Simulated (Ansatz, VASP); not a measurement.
**Two plane-wave programs on LiF**

INCAR

```
SYSTEM = LiF
PREC = Accurate
ENCUT = 600
EDIFF = 1E-6
ISMEAR = 0
SIGMA = 0.01
LREAL = .False.
LASPH = .True.
NELM = 80
ALGO = Normal
ISIF = 3
LWAVE = .False.
LCHARG = .False.
IBRION = 2
NSW = 80
EDIFFG = -0.01
```

Contents of KPOINTS:

```
regular mesh
0
Gamma
  6 6 4
  0 0 0
```

File POSCAR:

```
LiF
1.0
    3.0609398200      0.0000000000      0.0000000000
   -1.5304699100      2.6508516400      0.0000000000
    0.0000000000      0.0000000000      4.8073245700
Li F
2 2
Direct
    0.3333333300      0.6666666700      0.3811542600
    0.6666666700      0.3333333300      0.8811542600
    0.3333333300      0.6666666700      0.9938437400
    0.6666666700      0.3333333300      0.4938437400
```

Input for Ansatz:

```yaml
crystal:
  lattice:
    - [3.06093982, 0.0, 0.0]
    - [-1.53046991, 2.65085164, 0.0]
    - [0.0, 0.0, 4.80732457]
  atoms:
    - { symbol: Li, position: [0.33333333, 0.66666667, 0.38115426] }
    - { symbol: Li, position: [0.66666667, 0.33333333, 0.8811542599999999] }
    - { symbol: F, position: [0.33333333, 0.66666667, 0.99384374] }
    - { symbol: F, position: [0.66666667, 0.33333333, 0.49384374] }
kpoints:
  mp_grid:
    grid: [6, 6, 4]
hamiltonian:
  xc: lda
  dispersion: none
scf:
  occupations:
    method: fixed
relax:
  cell: {}
```

Alike in both runs: task relaxation of cell and atoms; functional LDA; k mesh 6 × 6 × 4; no spin polarisation.

```csv
,VASP,Ansatz
version,VASP 6.6.1,Ansatz 0.2.0
potentials or method,"VASP PAW LDA potentials, release 64 (Li_sv, F)","plane waves, PAW"
plane-wave cutoff (eV),600,420
occupations,"gaussian, width 0.01 eV",fixed
valence electrons in the cell,20,20
```

Ansatz gave:

```
relaxed volume (Å³/atom)                                                      : 9.26
relaxed length of the cell vector where the two differ most in proportion (Å) : 4.659
```

Problem. Estimate VASP's values.

Solution. Relaxed volume (Å³/atom): 9.16; relaxed length of the cell vector where the two differ most in proportion (Å): 4.617.

LDA's correlation is that of Perdew and Zunger in VASP and of Perdew and Wang (1992) in Ansatz.

Noted on VASP's run: the cutoff is under 1.25 times that of the potentials, so the pressure is a little rough.
